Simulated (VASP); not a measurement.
Mn, 1 atom in the cell. Symmetry: Pm-3m, No. 221, cubic system. The conventional cell has a = 1.901 Å, b = 1.901 Å, c = 1.901 Å, α = 90.00°, β = 90.00°, γ = 90.00°. Within 2.5 Å of Mn (site symmetry m-3m) lie 6 Mn at 1.90 Å. 

| Quantity | Value |
| --- | --- |
| Program | VASP 6.6.1 |
| Task | single point |
| Functional | PBE |
| Potentials or basis | VASP PAW PBE potentials, release 64 (Mn_pv) |
| Cutoff | 520 eV |
| k mesh | 20 × 20 × 20 |
| Occupations | fermi-dirac, width 0.1 eV |
| Spin | collinear spin, ferromagnetic start |
| Starting moments | [3.0] μB |
| Dipole correction | no |
| Further INCAR settings | ALGO = Normal; EDIFF = 1e-06; NBANDS = 16 |

Potentials or basis: VASP PAW PBE potentials, release 64 (Mn_pv).

Command:

```console
$ cat potpaw_PBE.64/Mn_pv/POTCAR > POTCAR
$ mpirun -np 1 vasp_std > vasp.out
```

Hardware: 1 thread of Intel(R) Xeon(R) 6975P-C (Granite Rapids), on a shared host.

**Question.** Estimate the wall time of this run.

**Answer.** It took 13 s on 1 thread of Intel(R) Xeon(R) 6975P-C (Granite Rapids) (shared host), peak memory 0.15 GiB. Counts: scf iterations 14, k points 286.
